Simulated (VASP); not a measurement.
# BeGa3 in VASP: notebook

The runs below take BeGa3 through single point, with PBE.

Program: VASP 6.6.1. These are calculated values, not measurements. Logs are shortened: lines on timing, memory, paths and dates and some standing lists are left out, and cuts for length are marked.

### 1 The cell of the first run

It takes space group I4/mmm (No. 139, tetragonal). Conventional cell: a = 4.246 Å, b = 4.246 Å, c = 7.193 Å, α = 90.00°, β = 90.00°, γ = 90.00°. Be (site symmetry 4/mmm) has 14 Ga at 2.78 to 3.60 Å within 3.7 Å. Ga (site symmetry -4m2) has 4 Be at 2.78 Å and 10 Ga at 2.78 to 3.60 Å within 3.7 Å. Ga (site symmetry 4/mmm) has 8 Ga at 2.78 Å and 6 Be at 3.00 to 3.60 Å within 3.7 Å.

### 2 Single point, PBE (strained)

The input, INCAR:

```
PREC = Accurate
ENCUT = 520
EDIFF = 1E-6
ISMEAR = 0
SIGMA = 0.1
LREAL = False
LASPH = True
NELM = 100
ALGO = Normal
ISIF = 2
LWAVE = False
LCHARG = False
GGA = PE
NBANDS = 28
```

The input, KPOINTS:

```
Automatic mesh
0
Gamma
  14 14 14
```

The input, POSCAR:

```
BeGa3
1.0
   -2.1228102750      2.1228102750      3.5964123938
    2.1228102750     -2.1228102750      3.5964123938
    2.1228102750      2.1228102750     -3.5964123938
Be Ga
1 3
Direct
    0.0000000000      0.0000000000      0.0000000000
    0.7500000000      0.2500000000      0.5000000000
    0.2500000000      0.7500000000      0.5000000000
    0.5000000000      0.5000000000      0.0000000000
```

Potentials or basis: VASP PAW PBE potentials, release 64 (Be, Ga_d).

Command:

```bash
$ cat potpaw_PBE.64/Be/POTCAR potpaw_PBE.64/Ga_d/POTCAR > POTCAR
$ mpirun -np 1 vasp_std > vasp.out
```

OUTCAR:

```text
PREC = Accurate
   ENCUT = 520
   EDIFF = 1E-6
   ISMEAR = 0
   LREAL = False
   LASPH = True
   NELM = 100
   ISIF = 2
   GGA = PE

 ion  position               nearest neighbor table
   1  0.000  0.000  0.000-
   2  0.750  0.250  0.500-   4 2.78   4 2.78   4 2.78   4 2.78
   3  0.250  0.750  0.500-   4 2.78   4 2.78   4 2.78   4 2.78
   4  0.500  0.500  0.000-   3 2.78   2 2.78   2 2.78   3 2.78   2 2.78   3 2.78   3 2.78   2 2.78

  LATTYP: Found a body centered tetragonal cell.
 ALAT       =     4.2456205500
 C/A-ratio  =     1.6941751395

  Lattice vectors:

 A1 = (  -2.1228102750,   2.1228102750,   3.5964123938)
 A2 = (   2.1228102750,  -2.1228102750,   3.5964123938)
 A3 = (   2.1228102750,   2.1228102750,  -3.5964123938)

Analysis of symmetry for initial positions (statically):
=====================================================================
 Subroutine PRICEL returns:
 Original cell was already a primitive cell.

 Routine SETGRP: Setting up the symmetry group for a
 body centered tetragonal supercell.

 Subroutine GETGRP returns: Found 16 space group operations
 (whereof 16 operations were pure point group operations)
 out of a pool of 16 trial point group operations.

The static configuration has the point symmetry D_4h.

Analysis of symmetry for dynamics (positions and initial velocities):
=====================================================================
 Subroutine PRICEL returns:
 Original cell was already a primitive cell.

 Routine SETGRP: Setting up the symmetry group for a
 body centered tetragonal supercell.

 Subroutine GETGRP returns: Found 16 space group operations
 (whereof 16 operations were pure point group operations)
 out of a pool of 16 trial point group operations.

The dynamic configuration has the point symmetry D_4h.

 Subroutine INISYM returns: Found 16 space group operations
 (whereof 16 operations are pure point group operations),
 and found     1 'primitive' translations

----------------------------------------------------------------------------------------

                                     Primitive cell

  volume of cell :      64.8264

  direct lattice vectors                    reciprocal lattice vectors
    -2.122810275  2.122810275  3.596412394     0.000000000  0.235536829  0.139027438
     2.122810275 -2.122810275  3.596412394     0.235536829  0.000000000  0.139027438
     2.122810275  2.122810275 -3.596412394     0.235536829  0.235536829  0.000000000
[... 82 lines left out ...]
   ISPIN  =      1    spin polarized calculation?
   LNONCOLLINEAR =      F non collinear calculations
   LSORBIT =      F    spin-orbit coupling
   LASPH  =      T    aspherical Exc in radial PAW
   ENCUT  =  520.0 eV  38.22 Ry    6.18 a.u.   8.71  8.71  8.71*2*pi/ulx,y,z
   NELM   =    100;   NELMIN=  2; NELMDL= -5     # of ELM steps
   EDIFF  = 0.1E-05   stopping-criterion for ELM
   LREAL  =      F    real-space projection
   EDIFFG = 0.1E-04   stopping-criterion for IOM
   NSW    =      0    number of steps for IOM
   IBRION =     -1    ionic relax: 0-MD 1-quasi-New 2-CG
   NFREE  =      0    steps in history (QN), initial steepest desc. (CG)
   ISIF   =      2    stress and relaxation
   ISYM   =      2    0-nonsym 1-usesym 2-fastsym
   POTIM  = 0.5000    time-step for ionic-motion
   TEBEG  =    0.0;   TEEND  =   0.0 temperature during run
   PSTRESS=    0.0 pullay stress
   NELECT =      41.0000    total number of electrons
   NUPDOWN=      -1.0000    fix difference up-down
   EMIN   =  10.00;   EMAX   =-10.00  energy-range for DOS
   EFERMI =   0.00;   METHOD = LEGACY
   ISMEAR =     0;   SIGMA  =   0.10  broadening in eV -4-tet -1-fermi 0-gaus
   EFERMI_NEDOS =   21; number of points for ismear=-14 and -15
   IALGO  =     38    algorithm
   IMIX   =      4    mixing-type and parameters
     AMIX     =   0.40;   BMIX     =  1.00
     AMIX_MAG =   1.60;   BMIX_MAG =  1.00
  volume/ion in A,a.u.               =      16.21       109.37
  Fermi-wavevector in a.u.,A,eV,Ry     =   1.405245  2.655529 26.867623  1.974715
  Thomas-Fermi vector in A             =   2.527726
   LORBIT       =      0    0 simple, 1 ext, 2 COOP (PROOUT), +10 PAW based schemes
   GGA     = PE    functional components
   LHFCALC =     F    Hartree Fock is set to
   AEXX    =    0.0000 exact exchange contribution
   IVDW    =     0    specifies the selected vdW correction
   LEPSILON=     F    determine dielectric tensor
   LRPA    =     F    only Hartree local field effects (RPA)
 non-spin polarized calculation
 Gauss-broadening in eV      SIGMA  =   0.10
  energy-cutoff  :      520.00
  volume of cell :       64.83
 maximum number of plane-waves:      1762
   NGX = 17   NGY = 17   NGZ = 17

 number of electron      41.0000016 magnetization

 Free energy of the ion-electron system (eV)
  ---------------------------------------------------
  ext. energy  EPLUGINS =         0.00000000
  ---------------------------------------------------
  free energy    TOTEN  =       -11.28889077 eV

  energy without entropy =      -11.28094904  energy(sigma->0) =      -11.28491991

 E-fermi :   5.8651     XC(G=0): -10.9937

 val. band max:        5.8639080190   @ k =   0.3571   0.0714   0.0000
 cond. band min:       5.8674683003   @ k =   0.5000   0.5000   0.2143
 fundamental gap:      0.0035602813
 Fermi energy:         5.8651238616

 k-point     1 :       0.0000    0.0000    0.0000
  band No.  band energies     occupation
      1      -9.2412      2.00000
      2      -9.2361      2.00000
      3      -9.1974      2.00000
      4      -9.1974      2.00000
      5      -9.1341      2.00000
      6      -9.1236      2.00000
[... 733 lines left out ...]
     27      12.0814      0.00000
     28      12.7035      0.00000

 [... further k-points ...]
[... 5 lines left out ...]
  --------------------------------------------------------------------------------------
  -------------------------------------------------------------------------------------
  Total       -0.7556199     -0.7556199      1.1301754      0.0000000      0.0000000      0.0000000
  in kB      -18.6750646    -18.6750646     27.9321650      0.0000000      0.0000000      0.0000000
  external PRESSURE =      -3.1393214 kB  Pullay stress =       0.0000000 kB

 VOLUME and BASIS-vectors are now :
 -----------------------------------------------------------------------------
  energy-cutoff  :      520.00
  volume of cell :       64.83
      direct lattice vectors                 reciprocal lattice vectors
    -2.122810275  2.122810275  3.596412394     0.000000000  0.235536829  0.139027438
     2.122810275 -2.122810275  3.596412394     0.235536829  0.000000000  0.139027438
     2.122810275  2.122810275 -3.596412394     0.235536829  0.235536829  0.000000000

 POSITION                                       TOTAL-FORCE (eV/Angst)
 -----------------------------------------------------------------------------------
      0.00000      0.00000      0.00000        -0.000000     -0.000000     -0.000000
      0.00000      2.12281      1.79821         0.000000      0.000000      0.000000
      2.12281      0.00000      1.79821        -0.000000     -0.000000     -0.000000
      0.00000      0.00000      3.59641        -0.000000     -0.000000     -0.000000
 -----------------------------------------------------------------------------------
    total drift:                               -0.000000      0.000000      0.000000

  FREE ENERGIE OF THE ION-ELECTRON SYSTEM (eV)
  ---------------------------------------------------
  free  energy   TOTEN  =       -11.2888907714 eV

  energy  without entropy=      -11.2809490443  energy(sigma->0) =      -11.28491991
```

OSZICAR:

```text
N       E                     dE             d eps       ncg     rms          rms(c)
DAV:   1     0.255795480574E+03    0.25580E+03   -0.20210E+04 14076   0.264E+03
DAV:   2     0.173481646705E+02   -0.23845E+03   -0.23302E+03 14104   0.480E+02
DAV:   3    -0.106479692853E+02   -0.27996E+02   -0.27523E+02 15396   0.132E+02
DAV:   4    -0.113987077912E+02   -0.75074E+00   -0.74719E+00 16256   0.236E+01
DAV:   5    -0.114122855328E+02   -0.13578E-01   -0.13571E-01 16324   0.323E+00    0.179E+00
DAV:   6    -0.113084506693E+02    0.10383E+00   -0.25144E-01 18564   0.640E+00    0.904E-01
DAV:   7    -0.112920281591E+02    0.16423E-01   -0.33271E-02 19696   0.180E+00    0.333E-01
DAV:   8    -0.112888658028E+02    0.31624E-02   -0.45103E-03 16080   0.108E+00    0.291E-02
DAV:   9    -0.112888811677E+02   -0.15365E-04   -0.42672E-04 16800   0.697E-01    0.143E-02
DAV:  10    -0.112888888368E+02   -0.76691E-05   -0.84625E-05 21036   0.124E-01    0.608E-03
DAV:  11    -0.112888908916E+02   -0.20548E-05   -0.74795E-06 16776   0.363E-02    0.187E-03
DAV:  12    -0.112888907714E+02    0.12019E-06   -0.16658E-06  9012   0.229E-02
   1 F= -.11288891E+02 E0= -.11284920E+02  d E =-.794173E-02
```

It took 2.3 min on 1 thread of Intel Xeon 6975P-C (Granite Rapids), shared host; peak memory 0.47 GiB.

Results:

* Free energy: -11.2889 eV
* Pressure: -0.3 GPa

Stress tensor (GPa, compression positive):
```
-1.87  0.00  0.00
 0.00 -1.87  0.00
 0.00  0.00  2.79
```

Caveat: the cell differs from its parent crystal (strained).

### 3 Single point, PBE (strained and its atoms moved)

The input, INCAR:

```
SYSTEM = BeGa3
ALGO = Normal
EDIFF = 1E-6
ENCUT = 520
GGA = PE
ISIF = 2
ISMEAR = 0
LASPH = .True.
LCHARG = .True.
LELF = .True.
LREAL = .False.
LVHAR = .True.
LWAVE = .False.
NBANDS = 28
NELM = 100
PREC = Accurate
SIGMA = 0.1
```

The input, KPOINTS:

```
k-points
0
Gamma
  14 14 14
  0 0 0
```

The input, POSCAR:

```
BeGa3
1.0
   -2.0746625878      2.0746625878      3.5071038551
    2.0746625878     -2.0746625878      3.5071038551
    2.0746625878      2.0746625878     -3.5071038551
Be Ga
1 3
Direct
    0.0008539145      0.0008539145      0.0000000000
    0.7465096031      0.2465096031      0.5000000000
    0.2465096031      0.7465096031      0.5000000000
    0.5061268794      0.5061268794      0.0000000000
```

Potentials or basis: VASP PAW PBE potentials, release 64 (Be, Ga_d).

Command:

```bash
$ cat potpaw_PBE.64/Be/POTCAR potpaw_PBE.64/Ga_d/POTCAR > POTCAR
$ mpirun -np 1 vasp_std > vasp.out
```

OUTCAR:

```text
SYSTEM = BeGa3
   EDIFF = 1E-6
   ENCUT = 520
   GGA = PE
   ISIF = 2
   ISMEAR = 0
   LASPH = .True.
   LREAL = .False.
   NELM = 100
   PREC = Accurate

 ion  position               nearest neighbor table
   1  0.001  0.001  0.000-
   2  0.747  0.247  0.500-   4 2.67   4 2.67   4 2.76   4 2.76
   3  0.247  0.747  0.500-   4 2.67   4 2.67   4 2.76   4 2.76
   4  0.506  0.506  0.000-   3 2.67   2 2.67   2 2.67   3 2.67   2 2.76   3 2.76   3 2.76   2 2.76

  LATTYP: Found a body centered tetragonal cell.
[... 936 lines left out ...]
     27      13.0981      0.00000
     28      13.8587      0.00000

 [... further k-points ...]
[... 5 lines left out ...]
  --------------------------------------------------------------------------------------
  -------------------------------------------------------------------------------------
  Total        1.0466569      1.0466569      3.3407292      0.0000000      0.0000000      0.0000000
  in kB       27.7722677     27.7722677     88.6437850      0.0000000      0.0000000      0.0000000
  external PRESSURE =      48.0627735 kB  Pullay stress =       0.0000000 kB

 VOLUME and BASIS-vectors are now :
 -----------------------------------------------------------------------------
  energy-cutoff  :      520.00
  volume of cell :       60.38
      direct lattice vectors                 reciprocal lattice vectors
    -2.074662588  2.074662588  3.507103855     0.000000000  0.241003045  0.142567777
     2.074662588 -2.074662588  3.507103855     0.241003045  0.000000000  0.142567777
     2.074662588  2.074662588 -3.507103855     0.241003045  0.241003045  0.000000000

 POSITION                                       TOTAL-FORCE (eV/Angst)
 -----------------------------------------------------------------------------------
      0.00000      0.00000      0.00599        -0.000000     -0.000000     -0.044541
      0.00000      2.07466      1.72907         0.000000      0.000000      0.214861
      2.07466      0.00000      1.72907         0.000000      0.000000      0.214861
      0.00000      0.00000      3.55008        -0.000000     -0.000000     -0.385180
 -----------------------------------------------------------------------------------
    total drift:                                0.000002      0.000002     -0.001060

  FREE ENERGIE OF THE ION-ELECTRON SYSTEM (eV)
  ---------------------------------------------------
  free  energy   TOTEN  =       -11.2140741421 eV

  energy  without entropy=      -11.2061370819  energy(sigma->0) =      -11.21010561
```

OSZICAR:

```text
N       E                     dE             d eps       ncg     rms          rms(c)
DAV:   1     0.255917774543E+03    0.25592E+03   -0.20165E+04 14228   0.270E+03
DAV:   2     0.170391812724E+02   -0.23888E+03   -0.23348E+03 14072   0.481E+02
DAV:   3    -0.106188300682E+02   -0.27658E+02   -0.27205E+02 15384   0.133E+02
DAV:   4    -0.113554635105E+02   -0.73663E+00   -0.73327E+00 16256   0.236E+01
DAV:   5    -0.113684788362E+02   -0.13015E-01   -0.13010E-01 16308   0.319E+00    0.198E+00
DAV:   6    -0.112375585301E+02    0.13092E+00   -0.31203E-01 18736   0.733E+00    0.970E-01
DAV:   7    -0.112179745401E+02    0.19584E-01   -0.42234E-02 19608   0.208E+00    0.363E-01
DAV:   8    -0.112140522741E+02    0.39223E-02   -0.55719E-03 16124   0.159E+00    0.342E-02
DAV:   9    -0.112140602486E+02   -0.79745E-05   -0.63977E-04 17128   0.932E-01    0.158E-02
DAV:  10    -0.112140729595E+02   -0.12711E-04   -0.16481E-04 18400   0.117E-01    0.645E-03
DAV:  11    -0.112140741530E+02   -0.11935E-05   -0.70737E-06 17324   0.471E-02    0.169E-03
DAV:  12    -0.112140741421E+02    0.10834E-07   -0.15505E-06  9412   0.252E-02
   1 F= -.11214074E+02 E0= -.11210106E+02  d E =-.793706E-02
```

stdout:

```text
POSCAR found type information on POSCAR BeGa
 POSCAR found :  2 types and       4 ions
 scaLAPACK will be used
 LDA part: xc-table for (Slater+PW92), standard interpolation
 POSCAR, INCAR and KPOINTS ok, starting setup
 FFT: planning ... GRIDC
 FFT: planning ... GRID_SOFT
 FFT: planning ... GRID
 WAVECAR not read
 entering main loop
```

Wall time 2.4 min (1 thread of Intel Xeon 6975P-C (Granite Rapids), shared host); peak memory 0.45 GiB.

Results:

```yaml
Free_energy: -11.2141 eV
Pressure: 4.8 GPa
Largest_force: 0.385 eV/Å
```

Forces in eV/Å, atoms in the order of the input:
```
Be   0.000  0.000 -0.045
Ga   0.000  0.000  0.215
Ga   0.000  0.000  0.215
Ga   0.000  0.000 -0.385
```

Levels at points of the mesh, in eV from the Fermi level:
| k point | band 19 | band 20 | band 21 | band 22 | band 23 | band 24 |
| --- | --- | --- | --- | --- | --- | --- |
| (0.00, 0.00, 0.00) | -0.40 | -0.40 | 0.05 | 0.05 | 0.13 | 0.80 |
| (0.50, 0.00, 0.00) | -2.47 | -0.50 | -0.22 | -0.08 | 0.75 | 5.18 |
| (0.50, 0.50, 0.00) | -4.56 | -4.33 | -2.90 | 3.70 | 4.03 | 5.20 |
| (0.50, 0.50, 0.50) | -3.59 | -2.97 | -1.37 | 5.95 | 6.52 | 6.52 |

Caveat: the cell differs from its parent crystal (strained and its atoms moved).
